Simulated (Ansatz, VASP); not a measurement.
# Two plane-wave programs on SiMoP3

```
Si Mo P
1.0
     3.45155    0.00000    0.00000
    -1.72577    2.98913    0.00000
     0.00000    0.00000    9.28705
Si Mo P
1 1 3
Direct
  0.33333 0.66667 0.56605
  0.00000 0.00000 0.16524
  0.00000 0.00000 0.67828
  0.33333 0.66667 0.32147
  0.33333 0.66667 0.01897
```

Alike in both runs: functional PBE; k mesh 12 × 12 × 4; occupations gaussian, width 0.1 eV; no spin polarisation.

Ansatz relaxed the structure, and its values are those at the end. VASP's run is a single point on that final structure, the one shown.

|  | VASP | Ansatz |
| --- | --- | --- |
| version | VASP 6.6.1 | Ansatz 0.2.0 |
| potentials or method | VASP PAW PBE potentials, release 64 (Si, Mo_sv, P), cutoff 520 eV | scalar-relativistic, plane waves, PAW |
| valence electrons in the cell | 33 | 33 |

```tsv
	VASP	Ansatz	Ansatz less VASP
gap on the k mesh at the Fermi level (eV)	none	none	-
pressure (GPa)	-0.1	0.0	+0.08
rms of the force components (eV/Å)	0.011	0.002	-0.0095
```

A gap of «none» marks a metal or a gap that the smearing closes. With one functional, cell and mesh, what is left measures potentials, basis and numerics.
